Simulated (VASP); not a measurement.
# TiC (P-6m2) in VASP: further runs

TiC is run at these levels: LDA, PBE; tasks: vibrations by perturbation theory, density of states.

All numbers are computed with VASP 6.6.1; they aren't measurements. Logs are shortened: lines on timing, memory, paths and dates and some standing lists are left out, and cuts for length are marked.

## Step 1: The cell of the first run

It takes space group P-6m2 (No. 187, hexagonal). The conventional cell has a = 3.042 Å, b = 3.042 Å, c = 2.698 Å, α = 90.00°, β = 90.00°, γ = 120.00°. Within 2.9 Å of Ti (site symmetry -6m2) lie 6 C at 2.21 Å and 2 Ti at 2.70 Å. C (site symmetry -6m2) has 6 Ti at 2.21 Å and 2 C at 2.70 Å within 2.9 Å.

## Step 2: Vibrations by perturbation theory, LDA

Input file INCAR:

```
PREC     = Accurate       # precision mode
ENCUT    = 520            # plane-wave cutoff, eV
EDIFF    = 1E-8           # SCF threshold, eV
ISMEAR   = -1             # smearing method
SIGMA    = 0.05           # smearing width, eV
LREAL    = F              # projectors in reciprocal space
LASPH    = T              # aspherical terms in the spheres
NELM     = 100            # most SCF steps
ALGO     = Normal         # electronic algorithm
ISIF     = 2              # what is computed and relaxed
LWAVE    = F              # write WAVECAR
LCHARG   = F              # write CHGCAR
GGA      = CA             # functional
IBRION   = 8              # ionic algorithm
NSW      = 1              # ionic steps
```

Input file KPOINTS:

```
Automatic mesh
0
Gamma
  7 7 7
```

Input file POSCAR:

```
TiC
1.0
    3.0420900000      0.0000000000      0.0000000000
   -1.5210400000      2.6345200000      0.0000000000
    0.0000000000      0.0000000000      2.6979700000
Ti C
1 1
Direct
    0.0000000000      0.0000000000      0.5000000000
    0.3333300000      0.6666700000      0.0000000000
```

Potentials or basis: VASP PAW LDA potentials, release 64 (Ti_sv, C).

Command:

```
cat potpaw_LDA.64/Ti_sv/POTCAR potpaw_LDA.64/C/POTCAR > POTCAR
mpirun -np 1 vasp_std > vasp.out
```

OUTCAR:

```text
PREC = Accurate
   ENCUT = 520
   EDIFF = 1E-8
   ISMEAR = -1
   LREAL = F
   LASPH = T
   NELM = 100
   ISIF = 2
   GGA = CA
   IBRION = 8
   NSW = 1

 ion  position               nearest neighbor table
   1  0.000  0.000  0.500-   2 2.21   2 2.21   2 2.21   2 2.21   2 2.21   2 2.21
   2  0.333  0.667  0.000-   1 2.21   1 2.21   1 2.21   1 2.21   1 2.21   1 2.21

  LATTYP: Found a hexagonal cell.
 ALAT       =     3.0420900000
 C/A-ratio  =     0.8868804013

  Lattice vectors:

 A1 = (   3.0420900000,   0.0000000000,   0.0000000000)
 A2 = (  -1.5210400000,   2.6345200000,   0.0000000000)
 A3 = (   0.0000000000,   0.0000000000,   2.6979700000)

Analysis of symmetry for initial positions (statically):
=====================================================================
 Subroutine PRICEL returns:
 Original cell was already a primitive cell.

 Routine SETGRP: Setting up the symmetry group for a
 hexagonal supercell.

 Subroutine GETGRP returns: Found  4 space group operations
 (whereof  4 operations were pure point group operations)
 out of a pool of 24 trial point group operations.

The static configuration has the point symmetry C_2v.

Analysis of symmetry for dynamics (positions and initial velocities):
=====================================================================
 Subroutine PRICEL returns:
 Original cell was already a primitive cell.

 Routine SETGRP: Setting up the symmetry group for a
 hexagonal supercell.

 Subroutine GETGRP returns: Found  4 space group operations
 (whereof  4 operations were pure point group operations)
 out of a pool of 24 trial point group operations.

The dynamic configuration has the point symmetry C_2v.

 Subroutine INISYM returns: Found  4 space group operations
 (whereof  4 operations are pure point group operations),
 and found     1 'primitive' translations

[... 520 lines left out ...]
  external PRESSURE =    -108.9420462 kB  Pullay stress =       0.0000000 kB

 VOLUME and BASIS-vectors are now :
 -----------------------------------------------------------------------------
  energy-cutoff  :      520.00
  volume of cell :       21.62
      direct lattice vectors                 reciprocal lattice vectors
     3.042090000  0.000000000  0.000000000     0.328721372  0.189787269  0.000000000
    -1.521040000  2.634520000  0.000000000     0.000000000  0.379575786  0.000000000
     0.000000000  0.000000000  2.697970000     0.000000000  0.000000000  0.370649044

 POSITION                                       TOTAL-FORCE (eV/Angst)
 -----------------------------------------------------------------------------------
      0.00000      0.00000      1.34899        -0.000084      0.000049      0.000000
     -0.00001      1.75636      0.00000         0.000084     -0.000049      0.000000
 -----------------------------------------------------------------------------------
    total drift:                                0.000036      0.000068     -0.000000

  FREE ENERGIE OF THE ION-ELECTRON SYSTEM (eV)
  ---------------------------------------------------
  free  energy   TOTEN  =       -19.0773919568 eV

  energy  without entropy=      -19.0742359231  energy(sigma->0) =      -19.07581394

[... ionic steps 2 to 3 ...]

--------------------------------------- Ionic step        4  -------------------------------------------

------------------------ aborting loop because EDIFF is reached ----------------------------------------
[... 11 lines left out ...]
[... ionic steps 8 to 8 ...]

--------------------------------------- Ionic step        9  -------------------------------------------

 Free energy of the ion-electron system (eV)
  ---------------------------------------------------
  ---------------------------------------------------
  free energy    TOTEN  =        -0.11535393 eV

  energy without entropy =       -0.11535391

------------------------ aborting loop because EDIFF is reached ----------------------------------------

 INTERNAL STRAIN TENSOR  FOR ION    2  DIRECTION 3   (eV/Angst):
 -----------------------------------------------------------------------------
    -0.00771  0.00003 -0.01235
     0.00003 -0.00768  0.00713
    -0.01236  0.00714  0.01429

 INTERNAL STRAIN TENSOR FOR ION    2 for displacements in x,y,z  (eV/Angst):
          X           Y           Z          XY          YZ          ZX
  --------------------------------------------------------------------------------
  x    -0.00480    -0.00529     0.01083     2.74553     0.00000     0.00000
  y     2.95484    -2.94899    -0.00625    -0.35679     0.00000     0.00000
  z     0.00000     0.00000     0.00000     0.00000     0.00714    -0.01235

 SECOND DERIVATIVES (NOT SYMMETRIZED)
 ------------------------------------
               1X          1Y          1Z          2X          2Y          2Z
  1X    -5.533334    0.000980    0.000000    5.533334   -0.000980    0.000000
  1Y     0.000980   -5.532160    0.000000   -0.000980    5.532160    0.000000
  1Z     0.000000    0.000000   -1.287130    0.000000    0.000000    1.287130
  2X     5.520634   -0.001477    0.000000   -5.520634    0.001477    0.000000
  2Y    -0.001477    5.518887    0.000000    0.001477   -5.518887    0.000000
  2Z     0.000000    0.000000    1.277156    0.000000    0.000000   -1.277156

 Eigenvectors and eigenvalues of the dynamical matrix
 ----------------------------------------------------

   1 f  =   11.857425 THz    74.502400 2PiTHz  395.521133 cm-1    49.038349 meV
             X         Y         Z           dx          dy          dz
      0.000000  0.000000  1.348985    -0.389454    0.221886   -0.000000
     -0.000012  1.756355  0.000000     0.776705   -0.442517   -0.000000
[... 21 lines left out ...]
   6 f/i=    0.008908 THz     0.055968 2PiTHz    0.297123 cm-1     0.036839 meV
             X         Y         Z           dx          dy          dz
      0.000000  0.000000  1.348985     0.000000    0.000000   -0.893421
     -0.000012  1.756355  0.000000     0.000000    0.000000   -0.449221

--------------------------------------------------------------------------------------------------------

 ELASTIC MODULI CONTR FROM IONIC RELAXATION (kBar)
 Direction    XX          YY          ZZ          XY          YZ          ZX
 --------------------------------------------------------------------------------
 XX        -113.3252    113.1044      0.1926     -0.3786      0.0000      0.0000
 YY         113.1044   -112.8853     -0.1911      0.7582      0.0000      0.0000
 ZZ           0.1926     -0.1911     -0.0013     -0.3324      0.0000      0.0000
 XY          -0.3786      0.7582     -0.3324   -113.6929      0.0000      0.0000
 YZ           0.0000      0.0000      0.0000      0.0000     -0.0025      0.0043
 ZX           0.0000      0.0000      0.0000      0.0000      0.0043     -0.0075
 --------------------------------------------------------------------------------
```

OSZICAR:

```text
N       E                     dE             d eps       ncg     rms          rms(c)
DAV:   1     0.121584840924E+03    0.12158E+03   -0.87890E+03  1536   0.161E+03
DAV:   2    -0.109032642018E+02   -0.13249E+03   -0.12615E+03  1588   0.380E+02
[... 100 lines left out ...]
RMM:  11    -0.115354056043E+00   -0.24547E-06   -0.32780E-06  6023   0.838E-04    0.314E-05
RMM:  12    -0.115354003242E+00    0.52802E-07    0.23814E-07  5941   0.447E-04    0.120E-05
RMM:  13    -0.115353900137E+00    0.10310E-06   -0.87050E-07  5894   0.236E-04    0.966E-06
RMM:  14    -0.115353910177E+00   -0.10040E-07    0.74276E-08  6135   0.129E-04    0.690E-06
RMM:  15    -0.115353901732E+00    0.84444E-08   -0.21348E-07  5999   0.701E-05    0.276E-06
RMM:  16    -0.115353919309E+00   -0.17577E-07    0.47989E-09  5820   0.400E-05    0.481E-06
RMM:  17    -0.115353926958E+00   -0.76486E-08   -0.26713E-08  5532   0.259E-05    0.137E-06
 Linear response finished
```

stdout:

```text
POSCAR found type information on POSCAR TiC
 POSCAR found :  2 types and       2 ions
 scaLAPACK will be used
 LDA part: xc-table for (Slater(with rela. corr.)+CA(PZ))
 , standard interpolation
 POSCAR, INCAR and KPOINTS ok, starting setup
 FFT: planning ... GRIDC
 FFT: planning ... GRID_SOFT
 FFT: planning ... GRID
 WAVECAR not read
 entering main loop
 Linear response reoptimize wavefunctions to high precision
 Linear response DOF=           4
 Linear response progress:
 first order change of Fermi-energy   0.33818E-03
 force on displaced ion       1 direction 1 :  -5.533   0.001   0.000
 Linear response progress:
 first order change of Fermi-energy  -0.15307E-03
 force on displaced ion       1 direction 3 :   0.000  -0.000  -1.287
 Linear response progress:
 first order change of Fermi-energy  -0.29655E-03
 force on displaced ion       2 direction 1 :  -5.521   0.001   0.000
 Linear response progress:
 first order change of Fermi-energy  -0.12026E-02
 force on displaced ion       2 direction 3 :  -0.000   0.000  -1.277
 Linear response finished
```

It took 70 s on 1 thread of Intel Xeon 6975P-C (Granite Rapids), shared host; peak memory 0.18 GiB.

What came out:

| Quantity | Value |
| --- | --- |
| Highest phonon frequency at Γ, LO-TO splitting left out | 396 cm⁻¹ |

Phonon frequencies in cm⁻¹ (negative: imaginary):
```tsv
q point	frequencies
(0.000, 0.000, 0.000)	0 0 0 190 395 396
```

Caveat: the cell wasn't relaxed at this level first, which shifts response properties.

## Step 3: Density of states, PBE

POSCAR is that of step 2.

Input file INCAR.step1:

```
PREC     = Accurate       # precision mode
ENCUT    = 520            # plane-wave cutoff, eV
EDIFF    = 1E-6           # SCF threshold, eV
ISMEAR   = -1             # smearing method
SIGMA    = 0.05           # smearing width, eV
LREAL    = False          # projectors in reciprocal space
LASPH    = True           # aspherical terms in the spheres
NELM     = 100            # most SCF steps
ALGO     = Normal         # electronic algorithm
ISIF     = 2              # what is computed and relaxed
LWAVE    = False          # write WAVECAR
LCHARG   = True           # write CHGCAR
LMAXMIX  = 4              # l up to which the mixer works
GGA      = PE             # functional
NBANDS   = 15             # bands
```

Input file KPOINTS.step1:

```
Automatic mesh
0
Gamma
  10 10 10
```

Input file INCAR.step2:

```
PREC     = Accurate       # precision mode
ENCUT    = 520            # plane-wave cutoff, eV
EDIFF    = 1E-6           # SCF threshold, eV
ISMEAR   = -5             # smearing method
SIGMA    = 0.05           # smearing width, eV
LREAL    = False          # projectors in reciprocal space
LASPH    = True           # aspherical terms in the spheres
NELM     = 100            # most SCF steps
ALGO     = Normal         # electronic algorithm
ISIF     = 2              # what is computed and relaxed
LWAVE    = False          # write WAVECAR
LCHARG   = False          # write CHGCAR
LMAXMIX  = 4              # l up to which the mixer works
GGA      = PE             # functional
LORBIT   = 11             # projections on sites
NBANDS   = 15             # bands
NEDOS    = 2001           # points of the DOS
ICHARG   = 11             # starting density
```

Input file KPOINTS.step2:

```
Automatic mesh
0
Gamma
  15 15 15
```

Potentials or basis: VASP PAW PBE potentials, release 64 (Ti_sv, C).

Command:

```
cat potpaw_PBE.64/Ti_sv/POTCAR potpaw_PBE.64/C/POTCAR > POTCAR
cp INCAR.step1 INCAR
cp KPOINTS.step1 KPOINTS
mpirun -np 1 vasp_std > vasp.out
cp INCAR.step2 INCAR
cp KPOINTS.step2 KPOINTS
mpirun -np 1 vasp_std > vasp.out
```

Run time: 43 s. Hardware: 1 thread of Intel Xeon 6975P-C (Granite Rapids), shared host; peak memory 0.27 GiB.

The run converged. Its results:

```
Valence electrons inside the program's atomic spheres : Ti 10.37; C 2.36
```

Levels at points of the mesh, in eV from the Fermi level:
| k point | band 5 | band 6 | band 7 | band 8 | band 9 | band 10 | band 11 | band 12 |
| --- | --- | --- | --- | --- | --- | --- | --- | --- |
| (0.00, 0.00, 0.00) | -11.98 | -1.57 | -1.57 | -0.94 | 2.32 | 3.35 | 3.35 | 5.69 |

Caveat: tetrahedron occupations give inexact forces and stress in metals.
